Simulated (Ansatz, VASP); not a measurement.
# One calculation of Ir, two programs

The input INCAR:

```
PREC     = Accurate       # precision mode
ENCUT    = 520            # plane-wave cutoff, eV
EDIFF    = 1E-6           # SCF threshold, eV
ISMEAR   = 0              # smearing method
SIGMA    = 0.15           # smearing width, eV
LREAL    = False          # projectors in reciprocal space
LASPH    = True           # aspherical terms in the spheres
NELM     = 100            # most SCF steps
ALGO     = Fast           # electronic algorithm
ISIF     = 2              # what is computed and relaxed
LWAVE    = False          # write WAVECAR
LCHARG   = False          # write CHGCAR
GGA      = PS             # functional
NBANDS   = 10             # bands
```

KPOINTS

```
regular mesh
0
Gamma
  22 22 22
```

The input POSCAR:

```
Ir
1.0
    0.0167973750      1.9197000000      1.9197000000
    1.9197000000      0.0167973750      1.9197000000
    1.9364973750      1.9364973750      0.0000000000
Ir
1
Direct
    0.0000000000      0.0000000000      0.0000000000
```

Input for Ansatz:

```yaml
crystal:
  lattice:
    - [0.016797375, 1.9197, 1.9197]
    - [1.9197, 0.016797375, 1.9197]
    - [1.936497375, 1.936497375, 0.0]
  atoms:
    - { symbol: Ir, position: [0.0, 0.0, 0.0] }
basis:
  ecutwfc: 420
kpoints:
  mp_grid: { grid: [22, 22, 22] }
hamiltonian:
  xc: pbesol
scf:
  occupations: { method: gaussian, width: 0.15 }
output:
  forces: true
  stress: true
  eigenvalues: true
```

Change from the starting cell: strain +0.0175 x Voigt [0, 0, 0, 0, 0, 1], atoms carried along.

Alike in both runs: task single point; functional PBEsol; k mesh 22 × 22 × 22; occupations gaussian, width 0.15 eV; no spin polarisation.

```csv
,VASP,Ansatz
version,VASP 6.6.1,Ansatz 0.2.0
potentials or method,"VASP PAW PBE potentials, release 64 (Ir), cutoff 520 eV","scalar-relativistic, plane waves, PAW"
valence electrons in the cell,9,17
```

```tsv
	VASP	Ansatz	Ansatz less VASP
gap on the k mesh at the Fermi level (eV)	none	none	-
pressure (GPa)	-1.6	-2.4	-0.79
traceless stress, the component that is largest in VASP (GPa)	-4.82	-4.81	+0.012
```

VASP's potentials were made for PBE, not for PBEsol. A gap of «none» marks a metal or a gap that the smearing closes. VASP's potentials hold 9 valence electrons a cell and Ansatz's 17, so a difference there can come from the potentials and not from the codes.

Spin-orbit coupling is off throughout.
